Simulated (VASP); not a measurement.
# C in VASP: notebook, part 2 of 2

VASP 6.6.1.

## 3. Single point, PBEsol

INCAR reads:

```
PREC = Accurate ; ENCUT = 520
EDIFF = 1E-6 ; ISMEAR = -1
SIGMA = 0.02 ; LREAL = False
LASPH = True ; NELM = 60
ALGO = Normal ; ISIF = 2
LWAVE = False ; LCHARG = True
LDIPOL = True ; IDIPOL = 3
DIPOL = 0.5 0.5 0.500 ; GGA = PS
LELF = True ; LVHAR = True
LVACPOTAV = True ; NBANDS = 21
```

KPOINTS reads:

```
regular mesh
0
Gamma
  10 7 1
```

POSCAR reads:

```
C
1.0
    2.5129241671      0.0000000000      0.0000000000
    0.0000000000      3.5538114383      0.0000000000
    0.0000000000      0.0000000000     18.5129000000
C
6
Direct
    0.7500000000      0.1250000000      0.4321304559
    0.2500000000      0.8750000000      0.4321304559
    0.2500000000      0.6250000000      0.5000000000
    0.7500000000      0.3750000000      0.5000000000
    0.7500000000      0.1250000000      0.5678695441
    0.2500000000      0.8750000000      0.5678695441
```

Potentials or basis: VASP PAW PBE potentials, release 64 (C).

Run with:

```sh
cat potpaw_PBE.64/C/POTCAR > POTCAR
mpirun -np 1 vasp_std > vasp.out
```

OUTCAR:

```text
PREC = Accurate
   ENCUT = 520
   EDIFF = 1E-6
   ISMEAR = -1
   LREAL = False
   LASPH = True
   NELM = 60
   ISIF = 2
   GGA = PS

 ion  position               nearest neighbor table
   1  0.750  0.125  0.432-   4 1.54   2 1.54   2 1.54
   2  0.250  0.875  0.432-   3 1.54   1 1.54   1 1.54
   3  0.250  0.625  0.500-   2 1.54   6 1.54   4 1.54   4 1.54
   4  0.750  0.375  0.500-   1 1.54   5 1.54   3 1.54   3 1.54
   5  0.750  0.125  0.568-   4 1.54   6 1.54   6 1.54
   6  0.250  0.875  0.568-   3 1.54   5 1.54   5 1.54

  LATTYP: Found a simple orthorhombic cell.
 ALAT       =     2.5129241671
 B/A-ratio  =     1.4142135624
 C/A-ratio  =     7.3670746783

  Lattice vectors:

 A1 = (   2.5129241671,   0.0000000000,   0.0000000000)
 A2 = (   0.0000000000,   3.5538114383,   0.0000000000)
 A3 = (   0.0000000000,   0.0000000000,  18.5129000000)

Analysis of symmetry for initial positions (statically):
=====================================================================
 Subroutine PRICEL returns:
 Original cell was already a primitive cell.

 Routine SETGRP: Setting up the symmetry group for a
 simple orthorhombic supercell.
[... 183 lines left out ...]
 Fermi energy:        -2.9039531172

 k-point     1 :       0.0000    0.0000    0.0000
  band No.  band energies     occupation
      1     -22.8162      2.00000
      2     -18.6593      2.00000
      3     -15.4516      2.00000
      4     -14.0684      2.00000
      5      -9.8603      2.00000
      6      -9.7208      2.00000
[... 565 lines left out ...]
     20       7.7471      0.00000
     21       9.0214      0.00000

------------------------ aborting loop because EDIFF is reached ----------------------------------------

  FORCE on cell =-STRESS in cart. coord.  units (eV):
  Direction    XX          YY          ZZ          XY          YZ          ZX
  --------------------------------------------------------------------------------------
  -------------------------------------------------------------------------------------
  Total       -4.4476730     -7.0809389     -4.5933446     -0.0000000      0.0000000      0.0000000
  in kB      -43.1017809    -68.6203949    -44.5134637     -0.0000000      0.0000000      0.0000000
  external PRESSURE =     -52.0785465 kB  Pullay stress =       0.0000000 kB

 VOLUME and BASIS-vectors are now :
 -----------------------------------------------------------------------------
  energy-cutoff  :      520.00
  volume of cell :      165.33
      direct lattice vectors                 reciprocal lattice vectors
     2.512924167  0.000000000  0.000000000     0.397942768  0.000000000  0.000000000
     0.000000000  3.553811438  0.000000000     0.000000000  0.281388030  0.000000000
     0.000000000  0.000000000 18.512900000     0.000000000  0.000000000  0.054016389

 POSITION                                       TOTAL-FORCE (eV/Angst)
 -----------------------------------------------------------------------------------
      1.88469      0.44423      7.99999         0.000000     -4.479809      0.906565
      0.62823      3.10959      7.99999        -0.000000      4.479809      0.906565
      0.62823      2.22113      9.25645         0.000000     -1.215675     -0.000000
      1.88469      1.33268      9.25645         0.000000      1.215675     -0.000000
      1.88469      0.44423     10.51291        -0.000000     -4.479809     -0.906565
      0.62823      3.10959     10.51291         0.000000      4.479809     -0.906565
 -----------------------------------------------------------------------------------
    total drift:                                0.000000      0.000000      0.000000

  FREE ENERGIE OF THE ION-ELECTRON SYSTEM (eV)
  ---------------------------------------------------
  free  energy   TOTEN  =       -50.4236687407 eV

  energy  without entropy=      -50.4187370861  energy(sigma->0) =      -50.42120291

 vacuum level on the upper side and lower side of the slab         3.209         3.209
```

OSZICAR:

```text
N       E                     dE             d eps       ncg     rms          rms(c)
DAV:   1     0.161283261933E+03    0.16128E+03   -0.97720E+03  1008   0.898E+02
DAV:   2    -0.346081375883E+02   -0.19589E+03   -0.18962E+03  1507   0.214E+02
DAV:   3    -0.516691137429E+02   -0.17061E+02   -0.16835E+02  1305   0.694E+01
[... 13 lines left out ...]
DAV:  17    -0.504236353249E+02   -0.40624E-04   -0.22848E-06  1030   0.486E-03    0.115E-03
DAV:  18    -0.504236645184E+02   -0.29193E-04   -0.22769E-06  1044   0.380E-03    0.530E-04
DAV:  19    -0.504236668824E+02   -0.23640E-05   -0.50423E-08  1133   0.999E-04    0.293E-04
DAV:  20    -0.504236683864E+02   -0.15040E-05   -0.29540E-08   930   0.748E-04    0.703E-05
DAV:  21    -0.504236687407E+02   -0.35436E-06   -0.64924E-09   937   0.351E-04
   1 F= -.50423669E+02 E0= -.50421203E+02  d E =-.493165E-02
```

stdout:

```text
POSCAR found type information on POSCAR C
 POSCAR found :  1 types and       6 ions
 scaLAPACK will be used
 -----------------------------------------------------------------------------
[... 23 lines left out ...]
|     Did not find any points to average over, which means that no vacuum     |
|     field-free region was found. Please increase the size of  your cell     |
|     in the dimension of the dipole correction to obtain accurate            |
|     workfunction values.                                                    |
|                                                                             |
 -----------------------------------------------------------------------------
```

It took 4.3 min on 1 thread of AMD EPYC 7R13, shared host; peak memory 0.24 GiB.

What came out:

* Free energy: -50.4237 eV
* Largest force: 4.571 eV/Å
* Band gap on the k mesh: zero (band 12 reaches -2.66 eV, above the bottom of band 13 at -3.02 eV)

Forces on the atoms (eV/Å):
```
C    0.000 -4.480  0.907
C    0.000  4.480  0.907
C    0.000 -1.216  0.000
C    0.000  1.216  0.000
C    0.000 -4.480 -0.907
C    0.000  4.480 -0.907
```

Caveat: the PAW data sets were made with another functional, which shifts forces and pressure a little.

## 4. Single point, PBEsol

INCAR reads:

```
PREC = Accurate
ENCUT = 520
EDIFF = 1E-7
ISMEAR = -1
SIGMA = 0.02
LREAL = False
LASPH = True
NELM = 100
ALGO = Normal
ISIF = 2
LWAVE = False
LCHARG = False
LDIPOL = True
IDIPOL = 3
DIPOL = 0.5 0.5 0.500
GGA = PS
NBANDS = 21
```

KPOINTS reads:

```
Automatic mesh
0
Gamma
  10 7 1
```

POSCAR reads:

```
C
1.0
    2.5129241671      0.0000000000      0.0000000000
    0.0000000000      3.5538114383      0.0000000000
    0.0000000000      0.0000000000     18.5129000000
C
6
Direct
    0.7500000000      0.0978741860      0.4391944269
    0.2500000000      0.9021258140      0.4391944269
    0.2500000000      0.6099406944      0.4999999811
    0.7500000000      0.3900593056      0.4999999811
    0.7500000000      0.0978742058      0.5608055920
    0.2500000000      0.9021257942      0.5608055920
```

Run with:

```sh
cat potpaw_PBE.64/C/POTCAR > POTCAR
mpirun -np 1 vasp_std > vasp.out
```

It took 4.2 min on 1 thread of AMD EPYC 7R13, shared host; peak memory 0.24 GiB.

Results (log left out):

```yaml
Free_energy: -51.6077 eV
Largest_force: 0.047 eV/Å
Band_gap_on_the_k_mesh: zero (band 12 reaches -2.02 eV, above the bottom of band 13 at -2.92 eV)
```

Forces on the atoms (eV/Å):
```
C    0.000  0.028 -0.038
C    0.000 -0.028 -0.038
C    0.000 -0.015  0.000
C    0.000  0.015  0.000
C    0.000  0.028  0.038
C    0.000 -0.028  0.038
```

Levels at points of the mesh, in eV from the Fermi level:
```
           k point  band 9  band 10  band 11  band 12  band 13  band 14  band 15  band 16
(0.00, 0.00, 0.00)   -4.35    -2.24    -2.16     0.67     0.88     5.19     5.30     5.36
(0.50, 0.00, 0.00)   -5.03    -5.03    -1.73    -1.73     1.32     1.32     6.63     6.63
```

Caveat: the PAW data sets were made with another functional, which shifts forces and pressure a little.
